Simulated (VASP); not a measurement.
HPbNO4, 7 atoms in the cell. The typed cell holds 7 atoms: a = 3.858 Å, b = 5.535 Å, c = 6.055 Å, α = 106.62°, β = 93.97°, γ = 90.45°. 

```yaml
Program: VASP 6.6.1
Task: single point
Functional: PBE
Dispersion: D3(BJ)
Potentials_or_basis: VASP PAW PBE potentials, release 64 (H_h, Pb_d, N_h, O_h)
Cutoff: 910 eV
k_mesh: 5 × 4 × 4
Occupations: fermi-dirac, width 0.05 eV
Spin: no spin polarisation
Dipole_correction: no
Second_run: hard_potentials
Further_INCAR_settings: ALGO = Normal; EDIFF = 1e-06; NBANDS = 31
```

Potentials or basis: VASP PAW PBE potentials, release 64 (H_h, Pb_d, N_h, O_h).

The run is started by

```console
$ cat potpaw_PBE.64/H_h/POTCAR potpaw_PBE.64/Pb_d/POTCAR potpaw_PBE.64/N_h/POTCAR potpaw_PBE.64/O_h/POTCAR > POTCAR
$ mpirun -np 1 vasp_std > vasp.out
```

Hardware: 1 thread of AMD EPYC 9R14 (Zen 4), with other jobs on the host.

Problem. Estimate the wall time of this run.

Solution. Run time: 4.3 min on 1 thread of AMD EPYC 9R14 (Zen 4), on a shared host, peak memory 0.55 GiB. Counts: scf iterations 15, k points 42.
